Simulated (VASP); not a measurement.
# MnAs (P6_3/mmc) in VASP: notebook, part 2 of 2

VASP 6.6.1.

## Step 4: Single point, PBEsol+U, collinear spin, ferromagnetic start

This run uses another cell than the first one, of 20.40 Å³/atom.

INCAR reads:

```
ALGO = Normal
EDIFF = 1E-7
ENCUT = 520
GGA = PS
ISIF = 2
ISMEAR = -1
ISPIN = 2
LASPH = True
LCHARG = True
LDAU = True
LDAUJ = 0 0
LDAUL = -1 2
LDAUPRINT = 1
LDAUTYPE = 2
LDAUU = 0 8
LELF = True
LMAXMIX = 4
LORBIT = 11
LREAL = False
LVHAR = True
LWAVE = False
MAGMOM = 0 0 4 4
NBANDS = 30
NELM = 150
PREC = Accurate
SIGMA = 0.05
```

KPOINTS reads:

```
k-points
0
Gamma
  8 8 5
```

POSCAR reads:

```
MnAs
1.0
    3.8983201710      0.0000000000      0.0000000000
   -1.9491600855      3.3760443002      0.0000000000
    0.0000000000      0.0000000000      6.1997948634
As Mn
2 2
Direct
    0.6666666667      0.3333333333      0.7500000000
    0.3333333333      0.6666666667      0.2500000000
    0.0000000000      0.0000000000      0.5000000000
    0.0000000000      0.0000000000      0.0000000000
```

Potentials or basis: VASP PAW PBE potentials, release 64 (As, Mn_pv).

Launch:

```
> cat potpaw_PBE.64/As/POTCAR potpaw_PBE.64/Mn_pv/POTCAR > POTCAR
> mpirun -np 1 vasp_std > vasp.out
```

OUTCAR:

```text
EDIFF = 1E-7
   ENCUT = 520
   GGA = PS
   ISIF = 2
   ISMEAR = -1
   ISPIN = 2
   LASPH = True
   LORBIT = 11
   LREAL = False
   NELM = 150
   PREC = Accurate

 ion  position               nearest neighbor table
   1  0.667  0.333  0.750-   3 2.73   4 2.73   3 2.73   4 2.73   3 2.73   4 2.73
   2  0.333  0.667  0.250-   3 2.73   4 2.73   3 2.73   4 2.73   3 2.73   4 2.73
   3  0.000  0.000  0.500-   1 2.73   2 2.73   1 2.73   2 2.73   1 2.73   2 2.73   4 3.10   4 3.10

   4  0.000  0.000  0.000-   1 2.73   2 2.73   1 2.73   2 2.73   1 2.73   2 2.73   3 3.10   3 3.10

  LATTYP: Found a hexagonal cell.
 ALAT       =     3.8983201710
 C/A-ratio  =     1.5903760059

  Lattice vectors:

 A1 = (   3.8983201710,   0.0000000000,   0.0000000000)
 A2 = (  -1.9491600855,   3.3760443002,   0.0000000000)
 A3 = (   0.0000000000,   0.0000000000,   6.1997948634)

Analysis of symmetry for initial positions (statically):
=====================================================================
 Subroutine PRICEL returns:
 Original cell was already a primitive cell.

 Routine SETGRP: Setting up the symmetry group for a
 hexagonal supercell.

 Subroutine GETGRP returns: Found 24 space group operations
 (whereof 12 operations were pure point group operations)
 out of a pool of 24 trial point group operations.

The static configuration has the point symmetry D_3d.
 The point group associated with its full space group is D_6h.

Analysis of symmetry for dynamics (positions and initial velocities):
=====================================================================
 Subroutine PRICEL returns:
 Original cell was already a primitive cell.

 Routine SETGRP: Setting up the symmetry group for a
 hexagonal supercell.

 Subroutine GETGRP returns: Found 24 space group operations
 (whereof 12 operations were pure point group operations)
 out of a pool of 24 trial point group operations.

The dynamic configuration has the point symmetry D_3d.
 The point group associated with its full space group is D_6h.

Analysis of structural, dynamic, and magnetic symmetry:
=====================================================================
 Subroutine PRICEL returns:
 Original cell was already a primitive cell.

 Routine SETGRP: Setting up the symmetry group for a
 hexagonal supercell.

 Subroutine GETGRP returns: Found 24 space group operations
 (whereof 12 operations were pure point group operations)
 out of a pool of 24 trial point group operations.

The overall configuration has the point symmetry D_3d.
 The point group associated with its full space group is D_6h.

 Subroutine INISYM returns: Found 24 space group operations
 (whereof 12 operations are pure point group operations),
 and found     1 'primitive' translations

----------------------------------------------------------------------------------------

[... 170 lines left out ...]

atom =   4  type =  2  l = 2

 onsite density matrix

spin component  1

  0.9380  0.0000 -0.0000  0.0062 -0.0000
  0.0000  0.9326  0.0000 -0.0000  0.0062
 -0.0000  0.0000  0.9426 -0.0000  0.0000
  0.0062 -0.0000 -0.0000  0.9326  0.0000
 -0.0000  0.0062  0.0000  0.0000  0.9380

spin component  2

  0.0329 -0.0000  0.0000 -0.0288 -0.0000
 -0.0000  0.0544 -0.0000  0.0000 -0.0288
  0.0000 -0.0000  0.0192  0.0000  0.0000
 -0.0288  0.0000  0.0000  0.0544  0.0000
 -0.0000 -0.0288  0.0000  0.0000  0.0329

 occupancies and eigenvectors

  o =  0.0129  v =  0.0000  0.0000  0.0000  0.0000  0.0000 -0.8218  0.0000 -0.0000 -0.5698  0.0000      0.0000  0.0000  0.0000  0.0000  0.0000  0.0000  0.0000  0.0000  0.0000  0.0000
  o =  0.0129  v =  0.0000  0.0000  0.0000  0.0000  0.0000  0.0000  0.5698 -0.0000  0.0000  0.8218      0.0000  0.0000  0.0000  0.0000  0.0000  0.0000  0.0000  0.0000  0.0000  0.0000
  o =  0.0192  v =  0.0000  0.0000  0.0000  0.0000  0.0000 -0.0000 -0.0000 -1.0000 -0.0000 -0.0000      0.0000  0.0000  0.0000  0.0000  0.0000  0.0000  0.0000  0.0000  0.0000  0.0000
  o =  0.0744  v =  0.0000  0.0000  0.0000  0.0000  0.0000  0.5698  0.0000 -0.0000 -0.8218 -0.0000      0.0000  0.0000  0.0000  0.0000  0.0000  0.0000  0.0000  0.0000  0.0000  0.0000
  o =  0.0744  v =  0.0000  0.0000  0.0000  0.0000  0.0000 -0.0000  0.8218 -0.0000  0.0000 -0.5698      0.0000  0.0000  0.0000  0.0000  0.0000  0.0000  0.0000  0.0000  0.0000  0.0000
  o =  0.9286  v = -0.5466  0.0000 -0.0000  0.8374 -0.0000  0.0000  0.0000  0.0000  0.0000  0.0000      0.0000  0.0000  0.0000  0.0000  0.0000  0.0000  0.0000  0.0000  0.0000  0.0000
  o =  0.9286  v =  0.0000  0.8374  0.0000 -0.0000 -0.5466  0.0000  0.0000  0.0000  0.0000  0.0000      0.0000  0.0000  0.0000  0.0000  0.0000  0.0000  0.0000  0.0000  0.0000  0.0000
  o =  0.9421  v = -0.8374 -0.0000  0.0000 -0.5466  0.0000  0.0000  0.0000  0.0000  0.0000  0.0000      0.0000  0.0000  0.0000  0.0000  0.0000  0.0000  0.0000  0.0000  0.0000  0.0000
  o =  0.9421  v =  0.0000  0.5466 -0.0000 -0.0000  0.8374  0.0000  0.0000  0.0000  0.0000  0.0000      0.0000  0.0000  0.0000  0.0000  0.0000  0.0000  0.0000  0.0000  0.0000  0.0000
  o =  0.9426  v =  0.0000 -0.0000 -1.0000 -0.0000 -0.0000  0.0000  0.0000  0.0000  0.0000  0.0000      0.0000  0.0000  0.0000  0.0000  0.0000  0.0000  0.0000  0.0000  0.0000  0.0000

 number of electron      35.9999988 magnetization       8.1790574

 Free energy of the ion-electron system (eV)
  ---------------------------------------------------
  ext. energy  EPLUGINS =         0.00000000
  ---------------------------------------------------
  free energy    TOTEN  =       -23.51436037 eV

  energy without entropy =      -23.50242351  energy(sigma->0) =      -23.50839194

 E-fermi :   4.9260     XC(G=0): -10.3933

 val. band max:        4.9012070631   @ k =   0.1250   0.0000   0.2000
 cond. band min:       4.9787698811   @ k =   0.1250   0.0000   0.4000
 fundamental gap:      0.0775628180
 Fermi energy:         4.9259718355

 spin component 1

 k-point     1 :       0.0000    0.0000    0.0000
  band No.  band energies     occupation
      1     -45.7304      1.00000
      2     -45.7156      1.00000
      3     -45.7156      1.00000
      4     -45.7125      1.00000
      5     -45.7125      1.00000
      6     -45.6950      1.00000
[... 1577 lines left out ...]
     29      13.7774      0.00000
     30      15.0161      0.00000

 [... further k-points ...]

------------------------ aborting loop because EDIFF is reached ----------------------------------------

  FORCE on cell =-STRESS in cart. coord.  units (eV):
  Direction    XX          YY          ZZ          XY          YZ          ZX
  --------------------------------------------------------------------------------------
  -------------------------------------------------------------------------------------
  Total       -0.6677502     -0.6677502     -0.4092352      0.0000000     -0.0000000      0.0000000
  in kB      -13.1117790    -13.1117790     -8.0356422      0.0000000     -0.0000000      0.0000000
  external PRESSURE =     -11.4197334 kB  Pullay stress =       0.0000000 kB

 VOLUME and BASIS-vectors are now :
 -----------------------------------------------------------------------------
  energy-cutoff  :      520.00
  volume of cell :       81.59
      direct lattice vectors                 reciprocal lattice vectors
     3.898320171  0.000000000  0.000000000     0.256520746  0.148102322  0.000000000
    -1.949160085  3.376044300  0.000000000     0.000000000  0.296204644  0.000000000
     0.000000000  0.000000000  6.199794863     0.000000000  0.000000000  0.161295659

 POSITION                                       TOTAL-FORCE (eV/Angst)
 -----------------------------------------------------------------------------------
      1.94916      1.12535      4.64985        -0.000000      0.000000      0.000000
     -0.00000      2.25070      1.54995         0.000000     -0.000000      0.000000
      0.00000      0.00000      3.09990         0.000000      0.000000      0.000000
      0.00000      0.00000      0.00000         0.000000      0.000000      0.000000
 -----------------------------------------------------------------------------------
    total drift:                               -0.000000      0.000000      0.000000

  FREE ENERGIE OF THE ION-ELECTRON SYSTEM (eV)
  ---------------------------------------------------
  free  energy   TOTEN  =       -23.5143603711 eV

  energy  without entropy=      -23.5024235052  energy(sigma->0) =      -23.50839194

 total charge

# of ion       s       p       d       tot
------------------------------------------
    1        1.248   1.504   0.020   2.773
    2        1.248   1.504   0.020   2.773
    3        0.270   6.200   4.860  11.330
    4        0.270   6.200   4.860  11.330
--------------------------------------------------
tot          3.036  15.408   9.761  28.205

 magnetization (x)

# of ion       s       p       d       tot
------------------------------------------
    1        0.005  -0.360   0.004  -0.351
    2        0.005  -0.360   0.004  -0.351
    3        0.048   0.024   4.480   4.552
    4        0.048   0.024   4.480   4.552
--------------------------------------------------
tot          0.106  -0.671   8.968   8.403
```

Wall time 2.3 min (1 thread of Intel Xeon Platinum 8488C (Sapphire Rapids), shared host); peak memory 0.29 GiB.

What came out:

```
Free energy                                           : -23.5144 eV
Pressure                                              : -1.1 GPa
Net moment                                            : 8.18 μB per cell
Site moments                                          : As -0.35; Mn +4.55 μB
Valence electrons inside the program's atomic spheres : As 2.77; Mn 11.33
```

Stress tensor (GPa, compression positive):
```
-1.31  0.00  0.00
 0.00 -1.31  0.00
 0.00  0.00 -0.80
```

Eigenvalues of the final occupation matrices:
```csv
site,spin,trace,eigenvalues
site 3 d,1,4.68,0.93 0.93 0.94 0.94 0.94
site 3 d,2,0.19,0.01 0.01 0.02 0.07 0.07
site 4 d,1,4.68,0.93 0.93 0.94 0.94 0.94
site 4 d,2,0.19,0.01 0.01 0.02 0.07 0.07
```

Caveat: the PAW data sets were made with another functional, which shifts forces and pressure a little; only a ferromagnetic start was run, and an antiferromagnetic order may lie lower in energy; the U is typed as a test and isn't derived for this compound. The state reached can hang on the start; a lower one may exist.

## Step 5: Overview

| U | cell | gap on the mesh (eV) | pressure (GPa) | moment (μB) |
| --- | --- | --- | --- | --- |
| Mn d U = 5.0 eV | a = 3.833, b = 3.833, c = 6.024 Å, angles 90.0, 90.0, 120.0°, 4 atoms | none | -0.7 | 8.07 |
| Mn d U = 6.0 eV | a = 3.854, b = 3.854, c = 6.089 Å, angles 90.0, 90.0, 120.0°, 4 atoms | none | -0.9 | 8.10 |
| Mn d U = 8.0 eV | a = 3.898, b = 3.898, c = 6.200 Å, angles 90.0, 90.0, 120.0°, 4 atoms | none | -1.1 | 8.18 |

Alike in all rows: task single point; level PBEsol+U; potentials or basis VASP PAW PBE potentials, release 64 (As, Mn_pv); spin collinear, ferromagnetic start; k mesh 8 × 8 × 5; cutoff (eV) 520; smearing fermi-dirac 0.05 eV.

Caveats: the PAW data sets were made with another functional, which shifts forces and pressure a little; only a ferromagnetic start was run, and an antiferromagnetic order may lie lower in energy; the U is typed as a test and isn't derived for this compound.

Total energies depend on the potentials used, so only differences within one code and one set of settings carry meaning.
